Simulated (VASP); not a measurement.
**Sb: single point with PBEsol**

Sb:

```
CELL_PARAMETERS angstrom
2.11022 1.21834 3.68128
-2.11022 1.21834 3.68128
0.00000 -2.43668 3.68128
ATOMIC_POSITIONS crystal
Sb 0.23349 0.23349 0.23349
Sb 0.76651 0.76651 0.76651
```

```
Program             : VASP 6.6.1
Task                : single point
Functional          : PBEsol
Potentials or basis : VASP PAW PBE potentials, release 64 (Sb)
Cutoff              : 520 eV
k mesh              : 8 × 8 × 8
Occupations         : fermi-dirac, width 0.05 eV
Spin                : no spin polarisation
```

```json
{"Pressure": "4.4 GPa", "Largest force": "0.522 eV/Å", "Band gap on the k mesh": "zero (band 5 reaches 8.02 eV, above the bottom of band 6 at 7.72 eV)"}
```

Forces in eV/Å, atoms in the order of the input:
```
Sb   0.000  0.000  0.522
Sb   0.000  0.000 -0.522
```

Stress tensor (GPa, compression positive):
```
4.89 0.00 0.00
0.00 4.89 0.00
0.00 0.00 3.45
```

Levels at points of the mesh, in eV from the Fermi level:
```csv
k point,band 3,band 4,band 5,band 6,band 7,band 8
"(0.00, 0.00, 0.00)",-2.31,-2.00,-2.00,1.99,2.70,2.70
"(0.50, 0.00, 0.00)",-2.18,-2.04,-0.39,-0.31,0.07,0.36
"(0.50, 0.50, 0.00)",-5.88,-4.14,-4.03,1.17,5.20,5.74
"(0.50, 0.50, 0.50)",-1.50,-1.50,-0.51,-0.03,-0.03,1.17
```

It took 32 s on 1 thread of Intel(R) Xeon(R) Platinum 8259CL CPU @ 2.50GHz (Skylake/Cascade Lake), with other jobs on the host, peak memory 0.21 GiB.

Caveat: the PAW data sets were made with another functional, which shifts forces and pressure a little; spin-orbit coupling is left out, which moves the levels of the heavy elements.
